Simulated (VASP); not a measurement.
## SrO: single point with PBE

Crystal: SrO.

```
Sr O
1.0
     0.00000    2.56630    2.56630
     2.56630    0.00000    2.56630
     2.56630    2.56630    0.00000
Sr O
1 1
Cartesian
  2.5663 2.5663 2.5663
  0.0000 0.0000 0.0000
```

```
Program                : VASP 6.6.1
Task                   : single point
Functional             : PBE
Potentials or basis    : VASP PAW PBE potentials, release 64 (Sr_sv, O)
Cutoff                 : 520 eV
k mesh                 : 9 × 9 × 9
Occupations            : gaussian, width 0.027 eV
Spin                   : no spin polarisation
Dipole correction      : no
Further INCAR settings : ALGO = Normal; EDIFF = 1e-07; NBANDS = 15
```

- Pressure: 3.9 GPa
- Band gap on the k mesh: 3.32 eV, indirect (least direct gap 3.41 eV)

Levels at points of the mesh, in eV from the valence-band top:
| k point | band 5 | band 6 | band 7 | band 8 | band 9 | band 10 | band 11 | band 12 |
| --- | --- | --- | --- | --- | --- | --- | --- | --- |
| (0.00, 0.00, 0.00) | -14.00 | 0.00 | 0.00 | 0.00 | 4.02 | 6.22 | 6.22 | 6.22 |

Run time: 13 s on 1 thread of AMD EPYC 9R45 96-Core Processor (Zen 5), with other jobs on the host, peak memory 0.13 GiB.

A k mesh can miss the band edges. As with any semilocal functional, this PBE gap is likely too small.
